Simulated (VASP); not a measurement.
# BN (P6_3/mmc) in VASP: notebook

The runs below take BN through single point, with PBEsol.

All numbers are computed with VASP 6.6.1; they aren't measurements. Logs are shortened: lines on timing, memory, paths and dates and some standing lists are left out, and cuts for length are marked.

### Step 1. The cell of the first run

The structure is hexagonal, space group P6_3/mmc (No. 194). The conventional cell has a = 2.521 Å, b = 2.521 Å, c = 6.705 Å, α = 90.00°, β = 90.00°, γ = 120.00°. Within 1.9 Å of B (site symmetry -6m2) lie 3 N at 1.46 Å. N (site symmetry -6m2) has 3 B at 1.46 Å within 1.9 Å.

### Step 2. Single point, PBEsol (volume scaled by 1.02)

Input file INCAR:

```
SYSTEM = BN
PREC = Accurate
ENCUT = 520
EDIFF = 1E-6
ISMEAR = -1
SIGMA = 0.02
LREAL = .FALSE.
LASPH = .TRUE.
NELM = 60
ALGO = Normal
ISIF = 2
LWAVE = .FALSE.
LCHARG = .FALSE.
GGA = PS
NBANDS = 16
```

Input file KPOINTS:

```
regular mesh
0
G
  11 11 4
  0 0 0
```

Input file POSCAR:

```
BN
1.0
    2.5205749141      0.0000000000      0.0000000000
   -1.2602874571      2.1828819078      0.0000000000
    0.0000000000      0.0000000000      6.7053151929
B N
2 2
Direct
    0.3333333333      0.6666666667      0.2500000000
    0.6666666667      0.3333333333      0.7500000000
    0.3333333333      0.6666666667      0.7500000000
    0.6666666667      0.3333333333      0.2500000000
```

Potentials or basis: VASP PAW PBE potentials, release 64 (B, N).

On the command line:

```console
> cat potpaw_PBE.64/B/POTCAR potpaw_PBE.64/N/POTCAR > POTCAR
> mpirun -np 1 vasp_std > vasp.out
```

OUTCAR:

```text
SYSTEM = BN
   PREC = Accurate
   ENCUT = 520
   EDIFF = 1E-6
   ISMEAR = -1
   LREAL = .FALSE.
   LASPH = .TRUE.
   NELM = 60
   ISIF = 2
   GGA = PS

 ion  position               nearest neighbor table
   1  0.333  0.667  0.250-   4 1.46   4 1.46   4 1.46
   2  0.667  0.333  0.750-   3 1.46   3 1.46   3 1.46
   3  0.333  0.667  0.750-   2 1.46   2 1.46   2 1.46
   4  0.667  0.333  0.250-   1 1.46   1 1.46   1 1.46

  LATTYP: Found a hexagonal cell.
 ALAT       =     2.5205749141
 C/A-ratio  =     2.6602324555

  Lattice vectors:

 A1 = (   2.5205749141,   0.0000000000,   0.0000000000)
 A2 = (  -1.2602874571,   2.1828819078,   0.0000000000)
 A3 = (   0.0000000000,   0.0000000000,   6.7053151929)

Analysis of symmetry for initial positions (statically):
=====================================================================
 Subroutine PRICEL returns:
 Original cell was already a primitive cell.

 Routine SETGRP: Setting up the symmetry group for a
 hexagonal supercell.

 Subroutine GETGRP returns: Found 24 space group operations
 (whereof 12 operations were pure point group operations)
 out of a pool of 24 trial point group operations.

The static configuration has the point symmetry D_3d.
 The point group associated with its full space group is D_6h.

Analysis of symmetry for dynamics (positions and initial velocities):
=====================================================================
 Subroutine PRICEL returns:
 Original cell was already a primitive cell.

 Routine SETGRP: Setting up the symmetry group for a
 hexagonal supercell.

 Subroutine GETGRP returns: Found 24 space group operations
 (whereof 12 operations were pure point group operations)
 out of a pool of 24 trial point group operations.

The dynamic configuration has the point symmetry D_3d.
 The point group associated with its full space group is D_6h.

 Subroutine INISYM returns: Found 24 space group operations
 (whereof 12 operations are pure point group operations),
 and found     1 'primitive' translations

----------------------------------------------------------------------------------------

                                     Primitive cell

  volume of cell :      36.8934

  direct lattice vectors                    reciprocal lattice vectors
     2.520574914  0.000000000  0.000000000     0.396734886  0.229054993  0.000000000
    -1.260287457  2.182881908  0.000000000     0.000000000  0.458109986  0.000000000
     0.000000000  0.000000000  6.705315193     0.000000000  0.000000000  0.149135420

  length of vectors
     2.520574914  2.520574914  6.705315193     0.458109986  0.458109986  0.149135420

  position of ions in fractional coordinates (direct lattice)
     0.333333333  0.666666667  0.250000000
     0.666666667  0.333333333  0.750000000
     0.333333333  0.666666667  0.750000000
     0.666666667  0.333333333  0.250000000

  ion indices of the primitive-cell ions
   primitive index   ion index
                 1           1
                 2           2
                 3           3
                 4           4

----------------------------------------------------------------------------------------

 KPOINTS: regular mesh

Automatic generation of k-mesh.
 Grid dimensions read from file:
 generate k-points for:   11   11    4

 Generating k-lattice:

  Cartesian coordinates                     Fractional coordinates (reciprocal lattice)
     0.036066808  0.020823181  0.000000000     0.090909091 -0.000000000  0.000000000
     0.000000000  0.041646362  0.000000000     0.000000000  0.090909091  0.000000000
     0.000000000  0.000000000  0.037283855     0.000000000  0.000000000  0.250000000

  Length of vectors
     0.041646362  0.041646362  0.037283855

  Shift w.r.t. Gamma in fractional coordinates (k-lattice)
     0.000000000  0.000000000  0.000000000

 Subroutine IBZKPT returns following result:
 ===========================================

 Found     48 irreducible k-points:

 Following reciprocal coordinates:
            Coordinates               Weight
  0.000000  0.000000  0.000000      1.000000
  0.090909  0.000000  0.000000      6.000000
  0.181818  0.000000  0.000000      6.000000
  0.272727  0.000000  0.000000      6.000000
  0.363636  0.000000  0.000000      6.000000
  0.454545  0.000000  0.000000      6.000000
[... 16 lines left out ...]
  0.090909  0.090909  0.250000     12.000000
  0.181818  0.090909  0.250000     24.000000
 [... further k-points ...]
   k-points           NKPTS =     48   k-points in BZ     NKDIM =     48   number of bands    NBANDS=     16
   number of dos      NEDOS =    301   number of ions     NIONS =      4
   total plane-waves  NPLWV =  20000
   dimension x,y,z NGX =    20 NGY =   20 NGZ =   50
   dimension x,y,z NGXF=    40 NGYF=   40 NGZF=  100
   ions per type =               2   2
   NGX,Y,Z   is equivalent  to a cutoff of  13.19, 13.19, 12.40 a.u.
   NGXF,Y,Z  is equivalent  to a cutoff of  26.38, 26.38, 24.79 a.u.
 SYSTEM =  BN
   PREC   = accura    normal or accurate (medium, high low for compatibility)
   ISTART =      0    job   : 0-new  1-cont  2-samecut
   ICHARG =      2    charge: 1-file 2-atom 10-const
   ISPIN  =      1    spin polarized calculation?
   LNONCOLLINEAR =      F non collinear calculations
   LSORBIT =      F    spin-orbit coupling
   LASPH  =      T    aspherical Exc in radial PAW
   ENCUT  =  520.0 eV  38.22 Ry    6.18 a.u.   4.69  4.69 12.47*2*pi/ulx,y,z
   NELM   =     60;   NELMIN=  2; NELMDL= -5     # of ELM steps
   EDIFF  = 0.1E-05   stopping-criterion for ELM
   LREAL  =      F    real-space projection
   EDIFFG = 0.1E-04   stopping-criterion for IOM
   NSW    =      0    number of steps for IOM
   IBRION =     -1    ionic relax: 0-MD 1-quasi-New 2-CG
   NFREE  =      0    steps in history (QN), initial steepest desc. (CG)
   ISIF   =      2    stress and relaxation
   ISYM   =      2    0-nonsym 1-usesym 2-fastsym
   POTIM  = 0.5000    time-step for ionic-motion
   TEBEG  =    0.0;   TEEND  =   0.0 temperature during run
   PSTRESS=    0.0 pullay stress
   NELECT =      16.0000    total number of electrons
   NUPDOWN=      -1.0000    fix difference up-down
   EMIN   =  10.00;   EMAX   =-10.00  energy-range for DOS
   EFERMI =   0.00;   METHOD = LEGACY
   ISMEAR =    -1;   SIGMA  =   0.02  broadening in eV -4-tet -1-fermi 0-gaus
   EFERMI_NEDOS =   21; number of points for ismear=-14 and -15
   IALGO  =     38    algorithm
   IMIX   =      4    mixing-type and parameters
     AMIX     =   0.40;   BMIX     =  1.00
     AMIX_MAG =   1.60;   BMIX_MAG =  1.00
  volume/ion in A,a.u.               =       9.22        62.24
  Fermi-wavevector in a.u.,A,eV,Ry     =   1.239173  2.341697 20.892410  1.535549
  Thomas-Fermi vector in A             =   2.373667
   LORBIT       =      0    0 simple, 1 ext, 2 COOP (PROOUT), +10 PAW based schemes
   GGA     = PS    functional components
   LHFCALC =     F    Hartree Fock is set to
   AEXX    =    0.0000 exact exchange contribution
   IVDW    =     0    specifies the selected vdW correction
   LEPSILON=     F    determine dielectric tensor
   LRPA    =     F    only Hartree local field effects (RPA)
 non-spin polarized calculation
  energy-cutoff  :      520.00
  volume of cell :       36.89
 maximum number of plane-waves:      1009
 NGX is ok and might be reduce to    20
   NGX =  9   NGY =  9   NGZ = 25

 number of electron      16.0000000 magnetization

 Free energy of the ion-electron system (eV)
  ---------------------------------------------------
  ext. energy  EPLUGINS =         0.00000000
  ---------------------------------------------------
  free energy    TOTEN  =       -36.55930186 eV

  energy without entropy =      -36.55930186  energy(sigma->0) =      -36.55930186

 E-fermi :   2.4925     XC(G=0): -10.1975

 val. band max:        2.0564318808   @ k =   0.3636   0.2727   0.0000
 cond. band min:       6.2629593075   @ k =   0.4545   0.0909   0.0000
 fundamental gap:      4.2065274267
 Fermi energy:         2.4924587982

 k-point     1 :       0.0000    0.0000    0.0000
  band No.  band energies     occupation
      1     -15.6056      2.00000
      2     -15.3217      2.00000
      3      -4.1248      2.00000
      4      -2.0313      2.00000
      5       0.6994      2.00000
      6       0.6994      2.00000
[... 8 lines left out ...]
     15      13.8704      0.00000
     16      14.7861      0.00000

 k-point     2 :       0.0909    0.0000    0.0000
  band No.  band energies     occupation
      1     -15.4456      2.00000
      2     -15.1670      2.00000
      3      -3.9053      2.00000
      4      -1.8344      2.00000
      5       0.0447      2.00000
      6       0.0746      2.00000
[... 8 lines left out ...]
     15      14.2041      0.00000
     16      14.4715      0.00000

 k-point     3 :       0.1818    0.0000    0.0000
  band No.  band energies     occupation
      1     -14.9760      2.00000
      2     -14.7136      2.00000
      3      -3.2562      2.00000
      4      -1.5708      2.00000
      5      -1.5309      2.00000
      6      -1.2580      2.00000
[... 8 lines left out ...]
     15      15.9125      0.00000
     16      16.0231      0.00000

 k-point     4 :       0.2727    0.0000    0.0000
  band No.  band energies     occupation
      1     -14.2364      2.00000
      2     -14.0032      2.00000
      3      -3.5445      2.00000
      4      -3.4805      2.00000
      5      -2.2145      2.00000
      6      -1.0932      2.00000
[... 8 lines left out ...]
     15      17.0460      0.00000
     16      18.4478      0.00000
[... 324 lines left out ...]
 k-point    22 :       0.4545    0.0000    0.2500
  band No.  band energies     occupation
      1     -12.5587      2.00000
      2     -12.4889      2.00000
      3      -6.6228      2.00000
      4      -6.5721      2.00000
      5      -2.0250      2.00000
      6      -1.9810      2.00000
[... 8 lines left out ...]
     15      17.4321      0.00000
     16      19.7972      0.00000

 k-point    23 :       0.0909    0.0909    0.2500
  band No.  band energies     occupation
      1     -15.0933      2.00000
      2     -14.9040      2.00000
      3      -3.2262      2.00000
      4      -1.8242      2.00000
      5      -0.9845      2.00000
      6      -0.9616      2.00000
[... 8 lines left out ...]
     15      15.1202      0.00000
     16      15.5533      0.00000

 k-point    24 :       0.1818    0.0909    0.2500
  band No.  band energies     occupation
      1     -14.4893      2.00000
      2     -14.3159      2.00000
      3      -2.6811      2.00000
      4      -2.6281      2.00000
      5      -2.3465      2.00000
      6      -1.0972      2.00000
[... 8 lines left out ...]
     15      16.6254      0.00000
     16      16.6621      0.00000

 [... further k-points ...]
[... 5 lines left out ...]
  --------------------------------------------------------------------------------------
  -------------------------------------------------------------------------------------
  Total       -1.4176821     -1.4176821      0.1230842      0.0000000     -0.0000000      0.0000000
  in kB      -61.5659232    -61.5659232      5.3451975      0.0000000     -0.0000000      0.0000000
  external PRESSURE =     -39.2622163 kB  Pullay stress =       0.0000000 kB

 VOLUME and BASIS-vectors are now :
 -----------------------------------------------------------------------------
  energy-cutoff  :      520.00
  volume of cell :       36.89
      direct lattice vectors                 reciprocal lattice vectors
     2.520574914  0.000000000  0.000000000     0.396734886  0.229054993  0.000000000
    -1.260287457  2.182881908  0.000000000     0.000000000  0.458109986  0.000000000
     0.000000000  0.000000000  6.705315193     0.000000000  0.000000000  0.149135420

 POSITION                                       TOTAL-FORCE (eV/Angst)
 -----------------------------------------------------------------------------------
     -0.00000      1.45525      1.67633         0.000000      0.000000      0.000000
      1.26029      0.72763      5.02899        -0.000000     -0.000000      0.000000
     -0.00000      1.45525      5.02899         0.000000     -0.000000      0.000000
      1.26029      0.72763      1.67633        -0.000000      0.000000      0.000000
 -----------------------------------------------------------------------------------
    total drift:                                0.000000     -0.000000      0.000000

  FREE ENERGIE OF THE ION-ELECTRON SYSTEM (eV)
  ---------------------------------------------------
  free  energy   TOTEN  =       -36.5593018598 eV

  energy  without entropy=      -36.5593018598  energy(sigma->0) =      -36.55930186
```

Run time: 71 s. Hardware: 1 thread of AMD EPYC 7R13, shared host; peak memory 0.13 GiB.

What came out:

```yaml
Free_energy: -36.5593 eV
Pressure: -3.9 GPa
Band_gap_on_the_k_mesh: 4.21 eV, indirect (least direct gap 4.56 eV)
```

Levels at points of the mesh, in eV from the valence-band top:
```tsv
k point	band 6	band 7	band 8	band 9	band 10	band 11
(0.00, 0.00, 0.00)	-1.36	-1.32	-1.32	4.97	9.97	11.32
(0.00, 0.00, 0.50)	-1.34	-1.34	-1.34	7.30	7.30	11.38
```

Caveat: the PAW data sets were made with another functional, which shifts forces and pressure a little; this functional lacks dispersion, which binds the layers, so the pressure and a relaxed spacing across them are unreliable.

### Step 3. Single point, PBEsol (volume scaled by 1.06)

Input file INCAR:

```
SYSTEM = BN
  ALGO = Normal
  EDIFF = 1E-6
  ENCUT = 520
  GGA = PS
  ISIF = 2
  ISMEAR = -1
  LASPH = .True.
  LCHARG = .False.
  LREAL = .False.
  LWAVE = .False.
  NBANDS = 16
  NELM = 80
  PREC = Accurate
  SIGMA = 0.02
```

Input file KPOINTS:

```
k-points
0
Gamma
  11 11 4
  0 0 0
```

Input file POSCAR:

```
BN
1.0
    2.5531020489      0.0000000000      0.0000000000
   -1.2765510245      2.2110512328      0.0000000000
    0.0000000000      0.0000000000      6.7918449327
B N
2 2
Direct
    0.3333333333      0.6666666667      0.2500000000
    0.6666666667      0.3333333333      0.7500000000
    0.3333333333      0.6666666667      0.7500000000
    0.6666666667      0.3333333333      0.2500000000
```

Potentials or basis: VASP PAW PBE potentials, release 64 (B, N).

On the command line:

```console
> cat potpaw_PBE.64/B/POTCAR potpaw_PBE.64/N/POTCAR > POTCAR
> mpirun -np 1 vasp_std > vasp.out
```

OUTCAR:

```text
SYSTEM = BN
   EDIFF = 1E-6
   ENCUT = 520
   GGA = PS
   ISIF = 2
   ISMEAR = -1
   LASPH = .True.
   LREAL = .False.
   NELM = 80
   PREC = Accurate

 ion  position               nearest neighbor table
   1  0.333  0.667  0.250-   4 1.47   4 1.47   4 1.47
   2  0.667  0.333  0.750-   3 1.47   3 1.47   3 1.47
   3  0.333  0.667  0.750-   2 1.47   2 1.47   2 1.47
   4  0.667  0.333  0.250-   1 1.47   1 1.47   1 1.47

  LATTYP: Found a hexagonal cell.
 ALAT       =     2.5531020489
 C/A-ratio  =     2.6602324555
[... 655 lines left out ...]
  Direction    XX          YY          ZZ          XY          YZ          ZX
  --------------------------------------------------------------------------------------
  -------------------------------------------------------------------------------------
  Total       -4.3666023     -4.3666023      0.0595470      0.0000000      0.0000000      0.0000000
  in kB     -182.4733649   -182.4733649      2.4883738      0.0000000      0.0000000      0.0000000
  external PRESSURE =    -120.8194520 kB  Pullay stress =       0.0000000 kB

 VOLUME and BASIS-vectors are now :
 -----------------------------------------------------------------------------
  energy-cutoff  :      520.00
  volume of cell :       38.34
      direct lattice vectors                 reciprocal lattice vectors
     2.553102049  0.000000000  0.000000000     0.391680388  0.226136777  0.000000000
    -1.276551025  2.211051233  0.000000000     0.000000000  0.452273554  0.000000000
     0.000000000  0.000000000  6.791844933     0.000000000  0.000000000  0.147235399

 POSITION                                       TOTAL-FORCE (eV/Angst)
 -----------------------------------------------------------------------------------
     -0.00000      1.47403      1.69796         0.000000      0.000000      0.000000
      1.27655      0.73702      5.09388        -0.000000      0.000000      0.000000
     -0.00000      1.47403      5.09388        -0.000000     -0.000000      0.000000
      1.27655      0.73702      1.69796         0.000000      0.000000      0.000000
 -----------------------------------------------------------------------------------
    total drift:                               -0.000000      0.000000      0.000000

  FREE ENERGIE OF THE ION-ELECTRON SYSTEM (eV)
  ---------------------------------------------------
  free  energy   TOTEN  =       -36.4872621392 eV

  energy  without entropy=      -36.4872621392  energy(sigma->0) =      -36.48726214
```

OSZICAR:

```text
N       E                     dE             d eps       ncg     rms          rms(c)
DAV:   1     0.441021326839E+02    0.44102E+02   -0.77414E+03  1536   0.908E+02
DAV:   2    -0.362578373205E+02   -0.80360E+02   -0.72969E+02  2088   0.215E+02
DAV:   3    -0.395535398305E+02   -0.32957E+01   -0.32819E+01  2008   0.426E+01
DAV:   4    -0.395758170219E+02   -0.22277E-01   -0.22274E-01  1912   0.388E+00
DAV:   5    -0.395760253060E+02   -0.20828E-03   -0.20828E-03  2032   0.360E-01    0.105E+01
DAV:   6    -0.367967087602E+02    0.27793E+01   -0.46881E+00  1992   0.163E+01    0.475E+00
DAV:   7    -0.365675394373E+02    0.22917E+00   -0.44617E-01  2056   0.488E+00    0.299E+00
DAV:   8    -0.364912779537E+02    0.76261E-01   -0.20814E-01  1984   0.298E+00    0.468E-01
DAV:   9    -0.364865175219E+02    0.47604E-02   -0.13788E-02  1760   0.935E-01    0.164E-01
DAV:  10    -0.364871695988E+02   -0.65208E-03   -0.11069E-03  1864   0.248E-01    0.306E-02
DAV:  11    -0.364872552019E+02   -0.85603E-04   -0.66444E-05  1856   0.634E-02    0.192E-02
DAV:  12    -0.364872620133E+02   -0.68114E-05   -0.19142E-05  1776   0.295E-02    0.200E-03
DAV:  13    -0.364872621392E+02   -0.12585E-06   -0.44111E-07  1640   0.514E-03
   1 F= -.36487262E+02 E0= -.36487262E+02  d E =-.133585E-12
```

Run time: 67 s. Hardware: 1 thread of AMD EPYC 7R13, shared host; peak memory 0.13 GiB.

What came out:

* Free energy: -36.4873 eV
* Pressure: -12.1 GPa
* Band gap on the k mesh: 4.16 eV, indirect (least direct gap 4.47 eV)

Caveat: the PAW data sets were made with another functional, which shifts forces and pressure a little; this functional lacks dispersion, which binds the layers, so the pressure and a relaxed spacing across them are unreliable. A k mesh can miss the band edges.

(Part 1 of 2 ends here.)
